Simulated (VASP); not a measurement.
# Mg (Im-3m) in VASP: further runs, part 2 of 2

VASP 6.6.1.

### Step 3. Relaxation of cell and atoms, r2SCAN

This run uses another cell than the first one, of 22.29 Å³/atom, 0.990 times its volume.

POSCAR

```
Mg
1.0
   -1.7727644967      1.7727644967      1.7727644967
    1.7727644967     -1.7727644967      1.7727644967
    1.7727644967      1.7727644967     -1.7727644967
Mg
1
Direct
    0.0000000000      0.0000000000      0.0000000000
```

INCAR.step1

```
PREC     = Accurate       # precision mode
ENCUT    = 600            # plane-wave cutoff, eV
ISMEAR   = 0              # smearing method
SIGMA    = 0.1            # smearing width, eV
LREAL    = F              # projectors in reciprocal space
LASPH    = T              # aspherical terms in the spheres
NELM     = 100            # most SCF steps
GGA      = PE             # functional
ALGO     = Normal         # electronic algorithm
EDIFF    = 1E-4           # SCF threshold, eV
LWAVE    = T              # write WAVECAR
LCHARG   = F              # write CHGCAR
```

INCAR.step2

```
PREC     = Accurate       # precision mode
ENCUT    = 600            # plane-wave cutoff, eV
EDIFF    = 1E-6           # SCF threshold, eV
ISMEAR   = 0              # smearing method
SIGMA    = 0.1            # smearing width, eV
LREAL    = F              # projectors in reciprocal space
LASPH    = T              # aspherical terms in the spheres
NELM     = 100            # most SCF steps
ALGO     = Normal         # electronic algorithm
ISIF     = 3              # what is computed and relaxed
LWAVE    = F              # write WAVECAR
LCHARG   = F              # write CHGCAR
METAGGA  = R2SCAN         # meta-GGA
LMIXTAU  = T            
IBRION   = 2              # ionic algorithm
NSW      = 100            # ionic steps
EDIFFG   = -0.01          # ionic threshold
ISTART   = 1
```

KPOINTS

```
regular mesh
0
Gamma
  16 16 16
```

Potentials or basis: VASP PAW PBE potentials, release 64 (Mg).

On the command line:

```
$ cat potpaw_PBE.64/Mg/POTCAR > POTCAR
$ cp INCAR.step1 INCAR
$ mpirun -np 1 vasp_std > vasp.out
$ cp INCAR.step2 INCAR
$ mpirun -np 1 vasp_std > vasp.out
```

OUTCAR:

```text
PREC = Accurate
   ENCUT = 600
   EDIFF = 1E-6
   ISMEAR = 0
   LREAL = F
   LASPH = T
   NELM = 100
   ISIF = 3
   METAGGA = R2SCAN
   IBRION = 2
   NSW = 100
   EDIFFG = -0.01
   ISTART = 1

 ion  position               nearest neighbor table
   1  0.000  0.000  0.000-

  LATTYP: Found a body centered cubic cell.
 ALAT       =     3.5455289934

  Lattice vectors:

 A1 = (  -1.7727644967,   1.7727644967,   1.7727644967)
 A2 = (   1.7727644967,  -1.7727644967,   1.7727644967)
 A3 = (   1.7727644967,   1.7727644967,  -1.7727644967)

Analysis of symmetry for initial positions (statically):
=====================================================================
 Subroutine PRICEL returns:
 Original cell was already a primitive cell.

 Routine SETGRP: Setting up the symmetry group for a
 body centered cubic supercell.

 Subroutine GETGRP returns: Found 48 space group operations
 (whereof 48 operations were pure point group operations)
 out of a pool of 48 trial point group operations.

The static configuration has the point symmetry O_h .

Analysis of symmetry for dynamics (positions and initial velocities):
=====================================================================
 Subroutine PRICEL returns:
 Original cell was already a primitive cell.

 Routine SETGRP: Setting up the symmetry group for a
 body centered cubic supercell.

 Subroutine GETGRP returns: Found 48 space group operations
 (whereof 48 operations were pure point group operations)
 out of a pool of 48 trial point group operations.

The dynamic configuration has the point symmetry O_h .

[... 160 lines left out ...]
  energy-cutoff  :      600.00
  volume of cell :       22.29
      direct lattice vectors                 reciprocal lattice vectors
    -1.772764497  1.772764497  1.772764497     0.000000000  0.282045360  0.282045360
     1.772764497 -1.772764497  1.772764497     0.282045360  0.000000000  0.282045360
     1.772764497  1.772764497 -1.772764497     0.282045360  0.282045360  0.000000000

 POSITION                                       TOTAL-FORCE (eV/Angst)
 -----------------------------------------------------------------------------------
      0.00000      0.00000      0.00000        -0.000000     -0.000000     -0.000000
 -----------------------------------------------------------------------------------
    total drift:                               -0.000000     -0.000000     -0.000000

  FREE ENERGIE OF THE ION-ELECTRON SYSTEM (eV)
  ---------------------------------------------------
  free  energy   TOTEN  =        -4.1215121893 eV

  energy  without entropy=       -4.1194168958  energy(sigma->0) =       -4.12046454

--------------------------------------- Ionic step        2  -------------------------------------------

 number of electron       2.0000000 magnetization

 Free energy of the ion-electron system (eV)
  ---------------------------------------------------
  ext. energy  EPLUGINS =         0.00000000
  ---------------------------------------------------
  free energy    TOTEN  =        -4.12154053 eV

  energy without entropy =       -4.11944303  energy(sigma->0) =       -4.12049178

 E-fermi :   2.8246     XC(G=0):  -9.1263

 val. band max:        2.8242286118   @ k =   0.3125   0.2500   0.1250
 cond. band min:       2.8393108473   @ k =   0.3750   0.1250   0.0625
 fundamental gap:      0.0150822354
 Fermi energy:         2.8246449629

 k-point     1 :       0.0000    0.0000    0.0000
  band No.  band energies     occupation
      1      -4.7137      2.00000
      2      16.8976      0.00000
      3      16.8976      0.00000
      4      16.8976      0.00000
      5      19.0826      0.00000
[... 177 lines left out ...]
 k-point    24 :       0.2500    0.1875    0.0000
  band No.  band energies     occupation
      1      -1.0976      2.00000
      2       6.3350      0.00000
      3       8.1540      0.00000
      4      12.6140      0.00000
      5      16.8064      0.00000

 [... further k-points ...]
[... 5 lines left out ...]
  --------------------------------------------------------------------------------------
  -------------------------------------------------------------------------------------
  Total        0.0043347      0.0043347      0.0043347      0.0000000      0.0000000     -0.0000000
  in kB        0.3108031      0.3108031      0.3108031      0.0000000      0.0000000     -0.0000000
  external PRESSURE =       0.3108031 kB  Pullay stress =       0.0000000 kB

 VOLUME and BASIS-vectors are now :
 -----------------------------------------------------------------------------
  energy-cutoff  :      600.00
  volume of cell :       22.35
      direct lattice vectors                 reciprocal lattice vectors
    -1.774359802  1.774359802  1.774359802     0.000000000  0.281791776  0.281791776
     1.774359802 -1.774359802  1.774359802     0.281791776  0.000000000  0.281791776
     1.774359802  1.774359802 -1.774359802     0.281791776  0.281791776  0.000000000

 POSITION                                       TOTAL-FORCE (eV/Angst)
 -----------------------------------------------------------------------------------
      1.77436      1.77436      1.77436        -0.000000     -0.000000     -0.000000
 -----------------------------------------------------------------------------------
    total drift:                               -0.000000     -0.000000      0.000000

  FREE ENERGIE OF THE ION-ELECTRON SYSTEM (eV)
  ---------------------------------------------------
  free  energy   TOTEN  =        -4.1215405296 eV

  energy  without entropy=       -4.1194430319  energy(sigma->0) =       -4.12049178

 reached required accuracy - stopping structural energy minimisation
```

It took 1.7 min on 1 thread of Intel Xeon Platinum 8259CL at 2.50GHz (Skylake/Cascade Lake), shared host; peak memory 0.18 GiB.

What came out:

```
Free energy                            : -4.1215 eV
Relaxed volume                         : 22.35 Å³/atom
Relaxed cell                           : a = 3.073 Å, b = 3.073 Å, c = 3.073 Å, α = 109.47°, β = 109.47°, γ = 109.47°
Space group after relaxing (to 0.05 Å) : Im-3m (No. 229)
Energy gained by relaxing              : 0.0 meV/atom
Ionic steps                            : 2
Pressure after relaxing                : 0.0 GPa
Band gap on the k mesh                 : zero (band 1 reaches 6.97 eV, above the bottom of band 2 at 1.95 eV)
```

Final structure:
```
CELL_PARAMETERS angstrom
-1.77436 1.77436 1.77436
1.77436 -1.77436 1.77436
1.77436 1.77436 -1.77436
ATOMIC_POSITIONS crystal
Mg 0.00000 0.00000 0.00000
```

Levels at points of the mesh, in eV from the Fermi level:
```
           k point  band 1  band 2  band 3  band 4  band 5
(0.00, 0.00, 0.00)   -7.54   14.07   14.07   14.07   16.26
(0.50, 0.00, 0.00)   -1.74   -0.88    9.24   10.28   11.08
(0.50, 0.50, 0.50)    4.15    4.15    4.19    4.19    4.19
```

Caveat: the PAW data sets were made with another functional, which shifts forces and pressure a little.

### Step 4. Relaxation of cell and atoms, r2SCAN

POSCAR

```
Mg
1.0
   -1.7795469426      1.7795469426      1.7795469426
    1.7795469426     -1.7795469426      1.7795469426
    1.7795469426      1.7795469426     -1.7795469426
Mg
1
Direct
    0.0000000000      0.0000000000      0.0000000000
```

INCAR.step1

```
SYSTEM = Mg
ALGO = Normal
EDIFF = 1E-4
ENCUT = 600
GGA = PE
ISMEAR = 0
LASPH = .True.
LCHARG = .False.
LREAL = .False.
LWAVE = .True.
NELM = 100
PREC = Accurate
SIGMA = 0.1
```

INCAR.step2

```
SYSTEM = Mg
ALGO = Normal
EDIFF = 1E-7
EDIFFG = -0.01
ENCUT = 600
IBRION = 2
ISIF = 3
ISMEAR = 0
ISTART = 1
LASPH = .True.
LCHARG = .False.
LMIXTAU = .True.
LREAL = .False.
LWAVE = .False.
METAGGA = R2SCAN
NELM = 100
NSW = 100
PREC = Accurate
SIGMA = 0.1
```

KPOINTS

```
k-points
0
Gamma
  22 22 22
  0 0 0
```

Potentials or basis: VASP PAW PBE potentials, release 64 (Mg).

On the command line:

```
$ cat potpaw_PBE.64/Mg/POTCAR > POTCAR
$ cp INCAR.step1 INCAR
$ mpirun -np 1 vasp_std > vasp.out
$ cp INCAR.step2 INCAR
$ mpirun -np 1 vasp_std > vasp.out
```

OUTCAR:

```text
SYSTEM = Mg
   EDIFF = 1E-7
   EDIFFG = -0.01
   ENCUT = 600
   IBRION = 2
   ISIF = 3
   ISMEAR = 0
   ISTART = 1
   LASPH = .True.
   LREAL = .False.
   METAGGA = R2SCAN
   NELM = 100
   NSW = 100
   PREC = Accurate

 ion  position               nearest neighbor table
   1  0.000  0.000  0.000-

  LATTYP: Found a body centered cubic cell.
 ALAT       =     3.5590938852

  Lattice vectors:

 A1 = (  -1.7795469426,   1.7795469426,   1.7795469426)
 A2 = (   1.7795469426,  -1.7795469426,   1.7795469426)
 A3 = (   1.7795469426,   1.7795469426,  -1.7795469426)

Analysis of symmetry for initial positions (statically):
=====================================================================
 Subroutine PRICEL returns:
 Original cell was already a primitive cell.

 Routine SETGRP: Setting up the symmetry group for a
 body centered cubic supercell.

 Subroutine GETGRP returns: Found 48 space group operations
 (whereof 48 operations were pure point group operations)
 out of a pool of 48 trial point group operations.

[... 200 lines left out ...]
  ---------------------------------------------------
  ext. energy  EPLUGINS =         0.00000000
  ---------------------------------------------------
  free energy    TOTEN  =        -4.12025204 eV

  energy without entropy =       -4.11729532  energy(sigma->0) =       -4.11877368

 E-fermi :   2.8258     XC(G=0):  -9.1184

 val. band max:        2.8239064381   @ k =   0.5000   0.5000   0.2727
 cond. band min:       2.8282025013   @ k =   0.4091   0.0455   0.0455
 fundamental gap:      0.0042960632
 Fermi energy:         2.8257815432

 k-point     1 :       0.0000    0.0000    0.0000
  band No.  band energies     occupation
      1      -4.7162      2.00000
      2      16.8675      0.00000
      3      16.8676      0.00000
      4      16.8676      0.00000
      5      19.0502      0.00000
[... 177 lines left out ...]
 k-point    24 :       0.1364    0.0909   -0.0000
  band No.  band energies     occupation
      1      -3.7212      2.00000
      2      11.3649      0.00000
      3      12.5594      0.00000
      4      14.6896      0.00000
      5      16.8862      0.00000

 [... further k-points ...]
[... 5 lines left out ...]
  --------------------------------------------------------------------------------------
  -------------------------------------------------------------------------------------
  Total       -0.0092332     -0.0092332     -0.0092332      0.0000000     -0.0000000      0.0000000
  in kB       -0.6603741     -0.6603741     -0.6603741      0.0000000     -0.0000000      0.0000000
  external PRESSURE =      -0.6603741 kB  Pullay stress =       0.0000000 kB

 VOLUME and BASIS-vectors are now :
 -----------------------------------------------------------------------------
  energy-cutoff  :      600.00
  volume of cell :       22.40
      direct lattice vectors                 reciprocal lattice vectors
    -1.775843911  1.775843911  1.775843911     0.000000000  0.281556277  0.281556277
     1.775843911 -1.775843911  1.775843911     0.281556277  0.000000000  0.281556277
     1.775843911  1.775843911 -1.775843911     0.281556277  0.281556277  0.000000000

 POSITION                                       TOTAL-FORCE (eV/Angst)
 -----------------------------------------------------------------------------------
      1.77584      1.77584      1.77584         0.000000      0.000000     -0.000000
 -----------------------------------------------------------------------------------
    total drift:                               -0.000000     -0.000000      0.000000

  FREE ENERGIE OF THE ION-ELECTRON SYSTEM (eV)
  ---------------------------------------------------
  free  energy   TOTEN  =        -4.1202520375 eV

  energy  without entropy=       -4.1172953172  energy(sigma->0) =       -4.11877368

 reached required accuracy - stopping structural energy minimisation
```

OSZICAR.step1:

```text
N       E                     dE             d eps       ncg     rms          rms(c)
DAV:   1    -0.501499583327E+00   -0.50150E+00   -0.82054E+02  3435   0.307E+02
DAV:   2    -0.147982373923E+01   -0.97832E+00   -0.89427E+00  4035   0.168E+01
DAV:   3    -0.148536517240E+01   -0.55414E-02   -0.55091E-02  4545   0.151E+00
DAV:   4    -0.148537992593E+01   -0.14754E-04   -0.14753E-04  4565   0.525E-02
DAV:   5    -0.148538003209E+01   -0.10616E-06   -0.10634E-06  4380   0.279E-03    0.676E-01
DAV:   6    -0.148133256716E+01    0.40475E-02   -0.28154E-04  4030   0.176E-01    0.433E-01
DAV:   7    -0.147690524073E+01    0.44273E-02   -0.13035E-03  3610   0.311E-01    0.246E-02
DAV:   8    -0.147691275166E+01   -0.75109E-05   -0.65876E-06  2905   0.223E-02
   1 F= -.14769128E+01 E0= -.14754751E+01  d E =-.287538E-02
```

It took 3.9 min on 1 thread of Intel Xeon Platinum 8375C at 2.90GHz (Ice Lake), shared host; peak memory 0.21 GiB.

Results:

```yaml
Free_energy: -4.1203 eV
Relaxed_volume: 22.40 Å³/atom
Relaxed_cell: a = 3.076 Å, b = 3.076 Å, c = 3.076 Å, α = 109.47°, β = 109.47°, γ = 109.47°
Space_group_after_relaxing_to_0.05_Å: Im-3m (No. 229)
Energy_gained_by_relaxing: 0.2 meV/atom
Ionic_steps: 2
Pressure_after_relaxing: -0.1 GPa
Band_gap_on_the_k_mesh: zero (band 1 reaches 6.96 eV, above the bottom of band 2 at 1.94 eV)
```

The path:
| step | energy change (eV) | largest force (eV/Å) | pressure (GPa) | volume (Å³) |
| --- | --- | --- | --- | --- |
| 1 | 0.0000 | 0.0000 | -0.31 | 22.54 |
| 2 | -0.0002 | 0.0000 | -0.07 | 22.40 |

Final structure:
```
Mg
1.0
    -1.77584    1.77584    1.77584
     1.77584   -1.77584    1.77584
     1.77584    1.77584   -1.77584
Mg
1
Direct
  0.00000 0.00000 0.00000
```

Caveat: the PAW data sets were made with another functional, which shifts forces and pressure a little.

### Step 5. Overview

```csv
task,cell,k mesh,cutoff (eV),gap on the mesh (eV),pressure (GPa),relaxed volume (Å³/atom)
single point,"a = 3.081 Å, angles 109.5°, 1 atom",16 × 16 × 16,520,none,-0.3,-
relaxation of cell and atoms,"relaxed from a = 3.071 Å, angles 109.5°, 1 atom",16 × 16 × 16,600,none,0.0,22.35
relaxation of cell and atoms,"relaxed from a = 3.082 Å, angles 109.5°, 1 atom",22 × 22 × 22,600,none,-0.1,22.40
```

Alike in all rows: level r2SCAN; potentials or basis VASP PAW PBE potentials, release 64 (Mg); no spin polarisation; smearing gaussian 0.1 eV.

Caveats: the PAW data sets were made with another functional, which shifts forces and pressure a little.

Total energies depend on the potentials used, so only differences within one code and one set of settings carry meaning.
